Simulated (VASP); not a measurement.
Input of a VASP 6.6.1 run:

INCAR

```
ALGO     = Normal         # electronic algorithm
EDIFF    = 1E-6           # SCF threshold, eV
ENCUT    = 600            # plane-wave cutoff, eV
GGA      = PE             # functional
GGA_COMPAT= False        
ISIF     = 2              # what is computed and relaxed
ISMEAR   = 0              # smearing method
LASPH    = True           # aspherical terms in the spheres
LCHARG   = False          # write CHGCAR
LREAL    = False          # projectors in reciprocal space
LWAVE    = False          # write WAVECAR
NBANDS   = 10             # bands
NELM     = 120            # most SCF steps
PREC     = Accurate       # precision mode
SIGMA    = 0.05           # smearing width, eV
```

The input KPOINTS:

```
k-points
0
Gamma
  10 10 10
```

File POSCAR:

```
Re
1.0
   -1.5426296001      1.5426296001      1.5426296001
    1.5426296001     -1.5426296001      1.5426296001
    1.5426296001      1.5426296001     -1.5426296001
Re
1
Direct
    0.0000000000      0.0000000000      0.0000000000
```

Potentials or basis: VASP PAW PBE potentials, release 64 (Re).

Launch:

```console
$ cat potpaw_PBE.64/Re/POTCAR > POTCAR
$ mpirun -np 1 vasp_std > vasp.out
```

Task: Predict the band gap on the k mesh.

Result: Zero (an odd number of electrons rules out a gap without spin polarisation).

Task: Estimate the pressure.

Result: 9.8 GPa.

Caveat: the cell stands under pressure; spin-orbit coupling is left out, which moves the levels of the heavy elements.
